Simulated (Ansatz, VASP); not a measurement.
# One calculation of LiCl, two programs

```
CELL_PARAMETERS angstrom
0.00000 2.62888 2.56476
2.62888 0.00000 2.56476
2.62888 2.62888 0.00000
ATOMIC_POSITIONS crystal
Li 0.00000 0.00000 0.00000
Cl 0.50000 0.50000 0.50000
```

Change from the starting cell: strain +0.025 along x and y, +0.000 along z, atoms carried along.

Alike in both runs: task single point; functional LDA; k mesh 8 × 8 × 8; occupations gaussian, width 0.05 eV; no spin polarisation.

```csv
,VASP,Ansatz
version,VASP 6.6.1,Ansatz 0.2.0
potentials or method,"VASP PAW LDA potentials, release 64 (Li_sv, Cl), cutoff 520 eV","scalar-relativistic, plane waves, PAW"
valence electrons in the cell,10,10
```

Ansatz gave:

- gap on the k mesh at the Fermi level (eV): 5.69
- least direct gap on the mesh (eV): 5.69

Question: Which values does VASP return?

Answer: gap on the k mesh at the Fermi level (eV): 5.71; least direct gap on the mesh (eV): 5.71.

LDA's correlation is that of Perdew and Zunger in VASP and of Perdew and Wang (1992) in Ansatz.

Noted on VASP's run: the cutoff is short for stress, so the pressure is rough.
